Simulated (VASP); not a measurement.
# H4C10Cl in VASP: notebook, part 2 of 2

VASP 6.6.1.

## 3. Single point, PBE

Input file INCAR:

```
PREC = Accurate
ENCUT = 520
EDIFF = 1E-7
ISMEAR = -1
SIGMA = 0.05
LREAL = Auto
LASPH = T
NELM = 60
ALGO = Normal
ISIF = 2
LWAVE = F
LCHARG = F
GGA = PE
NBANDS = 72
```

Input file KPOINTS:

```
regular mesh
0
Gamma
  2 2 1
```

Input file POSCAR:

```
H4C10Cl
1.0
    5.0487420000      0.0000000000      0.0000000000
    0.0000000000      5.0487420000      0.0000000000
    0.0000000000      0.0000000000     17.1647000000
H C Cl
8 20 2
Direct
    0.4277868000      0.0000000000      0.0582591000
    0.0722132000      0.0000000000      0.0582591000
    0.9277868000      0.0000000000      0.0582591000
    0.5722132000      0.0000000000      0.0582591000
    0.4277868000      0.5000000000      0.0582591000
    0.0722132000      0.5000000000      0.0582591000
    0.9277868000      0.5000000000      0.0582591000
    0.5722132000      0.5000000000      0.0582591000
    0.2500000000      0.0000000000      0.0952362000
    0.7500000000      0.0000000000      0.0952362000
    0.2500000000      0.5000000000      0.0952362000
    0.7500000000      0.5000000000      0.0952362000
    0.2500000000      0.2500000000      0.1472324000
    0.7500000000      0.2500000000      0.1472324000
    0.2500000000      0.7500000000      0.1472324000
    0.7500000000      0.7500000000      0.1472324000
    0.0000323555      0.2500238637      0.1941222055
    0.4999320751      0.2500287918      0.1941362859
   -0.0000205145      0.7500288539      0.2052310946
    0.4999412349      0.7500204559      0.2052248109
   -0.0000790658      0.0169561477      0.2541546781
    0.5000132699      0.0169280711      0.2541658921
   -0.0000382103      0.4827943762      0.2541780440
    0.4999795972      0.4827786704      0.2541783917
    0.2499765641      0.1127757706      0.2940561825
    0.7499783163      0.1129173533      0.2937275947
    0.2499426466      0.3867358718      0.2937988252
    0.7499642063      0.3870509308      0.2939690681
    0.1124743840      0.0320250060      0.5324878421
    0.4048352081      0.3033528279      0.5431477838
```

Potentials or basis: VASP PAW PBE potentials, release 64 (H, C, Cl).

The run is started by

```console
$ cat potpaw_PBE.64/H/POTCAR potpaw_PBE.64/C/POTCAR potpaw_PBE.64/Cl/POTCAR > POTCAR
$ mpirun -np 1 vasp_std > vasp.out
```

It took 6.2 min on 1 thread of Intel Xeon Platinum 8259CL at 2.50GHz (Skylake/Cascade Lake), shared host; peak memory 0.48 GiB.

Results (log left out):

```
Free energy            : -192.7797 eV
Largest force          : 8.910 eV/Å
Band gap on the k mesh : 0.29 eV (least direct gap 0.30 eV)
```

Forces on the atoms (eV/Å):
```
H   -8.910 -0.061  0.035
H    8.910 -0.061  0.035
H   -8.910 -0.061  0.035
H    8.910 -0.061  0.035
H   -8.910  0.060  0.035
H    8.910  0.060  0.035
H   -8.910  0.060  0.035
H    8.910  0.061  0.035
C    0.000 -0.190  1.057
C   -0.001 -0.190  1.058
C    0.000  0.191  1.057
C    0.000  0.190  1.057
C   -0.002 -0.002 -3.513
C   -0.004  0.005 -3.509
C   -0.003  0.001  1.186
C   -0.003 -0.001  1.185
C   -0.008 -0.013  0.001
C    0.010 -0.017 -0.006
C    0.000 -0.018  0.032
C    0.006 -0.019  0.036
C    0.034 -0.059 -0.016
C   -0.029 -0.054 -0.023
C   -0.002  0.086 -0.030
C   -0.001  0.090 -0.026
C   -0.006 -0.054 -0.025
C    0.001 -0.032  0.084
C    0.008  0.067  0.079
C    0.001  0.023  0.021
Cl   0.162  0.142  0.023
Cl  -0.163 -0.145 -0.009
```

Levels at points of the mesh, in eV from the valence-band top:
```csv
k point,band 48,band 49,band 50,band 51,band 52,band 53,band 54,band 55
"(0.00, 0.00, 0.00)",-2.01,-0.69,-0.65,-0.15,0.50,1.00,2.05,2.29
"(0.50, 0.00, 0.00)",-2.37,-2.37,-1.03,-1.03,0.29,1.73,1.74,3.50
"(0.00, 0.50, 0.00)",-1.75,-0.53,-0.39,0.00,0.30,0.90,1.54,3.20
"(0.50, 0.50, 0.00)",-2.58,-2.10,-0.72,-0.72,0.51,1.56,1.57,4.20
```

Caveat: the k points lie up to 0.62 Å⁻¹ apart.

## 4. Single point, PBE

Input file INCAR:

```
PREC = Accurate ; ENCUT = 520
EDIFF = 1E-6 ; ISMEAR = -1
SIGMA = 0.05 ; LREAL = Auto
LASPH = T ; NELM = 100
ALGO = Normal ; ISIF = 2
LWAVE = F ; LCHARG = F
GGA = PE ; NBANDS = 72
```

KPOINTS is that of step 3.

Input file POSCAR:

```
H4C10Cl
1.0
    5.0487420000      0.0000000000      0.0000000000
    0.0000000000      5.0487420000      0.0000000000
    0.0000000000      0.0000000000     17.1647000000
H C Cl
8 20 2
Direct
    0.4277897346      0.0000000000      0.0582591015
    0.0722160095      0.0000000000      0.0582591015
    0.9277954786      0.0000000000      0.0582591015
    0.5722217535      0.0000000000      0.0582591015
    0.4277897346      0.5000057440      0.0582591015
    0.0722160095      0.5000057440      0.0582591015
    0.9277954786      0.5000057440      0.0582591015
    0.5722217535      0.5000057440      0.0582591015
    0.2500028720      0.0000000000      0.0952361533
    0.7500086160      0.0000000000      0.0952361533
    0.2500028720      0.5000057440      0.0952361533
    0.7500086160      0.5000057440      0.0952361533
    0.2500028720      0.2500028720      0.1472324014
    0.7500086160      0.2500028720      0.1472324014
    0.2500028720      0.7500086160      0.1472324014
    0.7500086160      0.7500086160      0.1472324014
    0.0199059488      0.2392675245      0.1941542818
    0.5032738849      0.2559449463      0.1953602452
   -0.0029908441      0.7613381710      0.2069479804
    0.5042840375      0.7553564829      0.2002015765
    0.0162614766      0.0333548436      0.2519939177
    0.4927762203      0.0198069143      0.2483818535
    0.0064174402      0.5090575038      0.2553379902
    0.4934298485      0.4856259242      0.2503451852
    0.2611145509      0.1177719123      0.2893962609
    0.7564656701      0.1207825633      0.2894778237
    0.2406738154      0.3901367905      0.2954435557
    0.7557526211      0.3990102881      0.2945230619
    0.0764150753     -0.0102203678      0.5433418586
    0.4125582175      0.2567768367      0.5443963483
```

Potentials or basis: VASP PAW PBE potentials, release 64 (H, C, Cl).

The run is started by

```console
$ cat potpaw_PBE.64/H/POTCAR potpaw_PBE.64/C/POTCAR potpaw_PBE.64/Cl/POTCAR > POTCAR
$ mpirun -np 1 vasp_std > vasp.out
```

OUTCAR:

```text
PREC = Accurate
   ENCUT = 520
   EDIFF = 1E-6
   ISMEAR = -1
   LREAL = Auto
   LASPH = T
   NELM = 100
   ISIF = 2
   GGA = PE

 ion  position               nearest neighbor table
   1  0.428  0.000  0.058-   4 0.73   9 1.10
   2  0.072  0.000  0.058-   3 0.73   9 1.10
   3  0.928  0.000  0.058-   2 0.73  10 1.10
   4  0.572  0.000  0.058-   1 0.73  10 1.10
   5  0.428  0.500  0.058-   8 0.73  11 1.10
   6  0.072  0.500  0.058-   7 0.73  11 1.10
   7  0.928  0.500  0.058-   6 0.73  12 1.10
   8  0.572  0.500  0.058-   5 0.73  12 1.10
[... 520 lines left out ...]
  Total       81.2566922     -7.2014213      4.1069500     -0.3366160     -4.4830353     -1.8792450
  in kB      297.5549287    -26.3709775     15.0392930     -1.2326584    -16.4164848     -6.8816316
  external PRESSURE =      95.4077480 kB  Pullay stress =       0.0000000 kB

 VOLUME and BASIS-vectors are now :
 -----------------------------------------------------------------------------
  energy-cutoff  :      520.00
  volume of cell :      437.52
      direct lattice vectors                 reciprocal lattice vectors
     5.048742000  0.000000000  0.000000000     0.198069143  0.000000000  0.000000000
     0.000000000  5.048742000  0.000000000     0.000000000  0.198069143  0.000000000
     0.000000000  0.000000000 17.164700000     0.000000000  0.000000000  0.058259102

 POSITION                                       TOTAL-FORCE (eV/Angst)
 -----------------------------------------------------------------------------------
      2.15980      0.00000      1.00000        -8.824613     -0.062941     -0.042641
      0.36460      0.00000      1.00000         8.859894     -0.003353     -0.011264
      4.68420      0.00000      1.00000        -8.876752      0.000483     -0.008504
      2.88900      0.00000      1.00000         8.826976     -0.133236     -0.063062
      2.15980      2.52440      1.00000        -8.879911      0.038606      0.041368
      0.36460      2.52440      1.00000         8.875085      0.072942     -0.033623
[... 22 lines left out ...]
      0.38580      4.99714      9.32630         1.243675      0.979293      0.019935
      2.08290      1.29640      9.34440        -1.241843     -0.982933     -0.005203
 -----------------------------------------------------------------------------------
    total drift:                               -0.007530      0.007821     -0.055964

  FREE ENERGIE OF THE ION-ELECTRON SYSTEM (eV)
  ---------------------------------------------------
  free  energy   TOTEN  =      -191.1133559699 eV

  energy  without entropy=     -191.0823404212  energy(sigma->0) =     -191.09784820
```

Wall time 6 min (1 thread of Intel Xeon Platinum 8259CL at 2.50GHz (Skylake/Cascade Lake), shared host); peak memory 0.48 GiB.

What came out:

* Free energy: -191.1134 eV
* Largest force: 8.883 eV/Å
* Band gap on the k mesh: 0.19 eV (least direct gap 0.25 eV)

Forces in eV/Å, atoms in the order of the input:
```
H   -8.825 -0.063 -0.043
H    8.860 -0.003 -0.011
H   -8.877  0.000 -0.009
H    8.827 -0.133 -0.063
H   -8.880  0.039  0.041
H    8.875  0.073 -0.034
H   -8.883  0.077 -0.030
H    8.849  0.092  0.046
C    0.000 -0.285  0.883
C   -0.072 -0.050  1.019
C   -0.409  0.171  1.158
C    0.428 -0.016  1.302
C    2.167  0.217 -4.593
C    1.432 -0.045 -3.216
C   -0.061  0.401  0.145
C    0.293  0.567  0.508
C   -4.306  4.465 -1.507
C   -0.268 -0.227 -2.444
C    1.551 -0.317 -1.009
C   -1.555 -0.776  1.566
C   -2.808 -3.017  1.270
C    3.474  0.178  1.665
C   -1.459 -3.427  0.617
C    1.446  0.695  2.140
C   -1.577  0.143  2.377
C   -0.156  0.943  0.841
C    3.106  1.194 -1.140
C   -1.175 -0.893 -1.497
Cl   1.244  0.979  0.020
Cl  -1.242 -0.983 -0.005
```

Caveat: the k points lie up to 0.62 Å⁻¹ apart.

## 5. Overview

```csv
cell,gap on the mesh (eV),largest force (eV/Å)
"as given, atomic positions A",0.52,8.94
"as given, atomic positions B",0.29,8.91
"as given, atomic positions C",0.19,8.88
```

Alike in all rows: task single point; level PBE; potentials or basis VASP PAW PBE potentials, release 64 (H, C, Cl); no spin polarisation; k mesh 2 × 2 × 1; cutoff (eV) 520; smearing fermi-dirac 0.05 eV.

Caveats: all runs use coarse meshes.

Total energies depend on the potentials used, so only differences within one code and one set of settings carry meaning.
